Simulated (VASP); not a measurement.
Input of a VASP 6.6.1 run:

File INCAR:

```
PREC = Accurate
ENCUT = 520
EDIFF = 1E-6
ISMEAR = -1
SIGMA = 0.05
LREAL = False
LASPH = True
NELM = 80
ALGO = Normal
ISIF = 2
LWAVE = False
LCHARG = True
GGA = RP
IVDW = 13
LELF = True
LVHAR = True
NBANDS = 11
```

The input KPOINTS:

```
regular mesh
0
Gamma
  8 8 8
```

The input POSCAR:

```
BeTe
1.0
    0.0000000000      2.7325629784      2.7325629784
    2.7325629784      0.0000000000      2.7325629784
    2.7325629784      2.7325629784      0.0000000000
Te Be
1 1
Direct
    0.7500000000      0.7500000000      0.7500000000
    0.0000000000      0.0000000000      0.0000000000
```

Potentials or basis: VASP PAW PBE potentials, release 64 (Te, Be).

Launch:

```sh
$ cat potpaw_PBE.64/Te/POTCAR potpaw_PBE.64/Be/POTCAR > POTCAR
$ mpirun -np 1 vasp_std > vasp.out
```

Problem. Predict the dispersion energy per atom.

Solution. -0.676 eV.

Problem. Predict the band gap on the k mesh.

Solution. 1.81 eV, indirect (least direct gap 3.54 eV).

Caveat: spin-orbit coupling is left out, which moves the levels of the heavy elements. A k mesh can miss the band edges.
